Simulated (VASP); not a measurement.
Set up this calculation in VASP 6.6.1, as the native input.

```yaml
Task: relaxation of shape and atoms at fixed volume
Functional: PBEsol
Potentials_or_basis: VASP PAW PBE potentials, release 64 (Ni, Ge_d)
Cutoff: 600 eV
k_mesh: 12 × 12 × 8
Occupations: gaussian, width 0.1 eV
Spin: no spin polarisation
Dipole_correction: no
Further_INCAR_settings: ALGO = Fast; EDIFF = 1e-07; IBRION = 2; EDIFFG = -0.01; NSW = 50; ISIF = 4
```

The structure of Ni2Ge lies in POSCAR:

```
Ni2Ge
1.0
    3.8581604280      0.0000000000      0.0000000000
   -1.9290802140      3.3412649425      0.0000000000
    0.0000000000      0.0000000000      4.8359372687
Ni Ge
4 2
Direct
    0.6666666667      0.3333333333      0.2500000000
    0.3333333333      0.6666666667      0.7500000000
    0.0000000000      0.0000000000      0.0000000000
    0.0000000000      0.0000000000      0.5000000000
    0.6666666667      0.3333333333      0.7500000000
    0.3333333333      0.6666666667      0.2500000000
```

The input as run:

INCAR

```
ALGO     = Fast           # electronic algorithm
EDIFF    = 1E-7           # SCF threshold, eV
EDIFFG   = -0.01          # ionic threshold
ENCUT    = 600            # plane-wave cutoff, eV
GGA      = PS             # functional
IBRION   = 2              # ionic algorithm
ISIF     = 4              # what is computed and relaxed
ISMEAR   = 0              # smearing method
LASPH    = T              # aspherical terms in the spheres
LCHARG   = F              # write CHGCAR
LREAL    = F              # projectors in reciprocal space
LWAVE    = F              # write WAVECAR
NELM     = 60             # most SCF steps
NSW      = 50             # ionic steps
PREC     = Accurate       # precision mode
SIGMA    = 0.1            # smearing width, eV
```

KPOINTS

```
k-points
0
Gamma
  12 12 8
```

Potentials or basis: VASP PAW PBE potentials, release 64 (Ni, Ge_d).

Run with:

```sh
$ cat potpaw_PBE.64/Ni/POTCAR potpaw_PBE.64/Ge_d/POTCAR > POTCAR
$ mpirun -np 1 vasp_std > vasp.out
```

It gave:

```json
{"Energy gained by relaxing": "0.1 meV/atom", "Ionic steps": "2", "Pressure after relaxing": "24.0 GPa", "Band gap on the k mesh": "zero (bands 34 and 35 overlap by 3.18 eV)"}
```

Caveat: the PAW data sets were made with another functional, which shifts forces and pressure a little.

Run time: 20 min on 1 thread of Oxide Virtual Turin-like Processor, with other jobs on the host, peak memory 0.33 GiB.
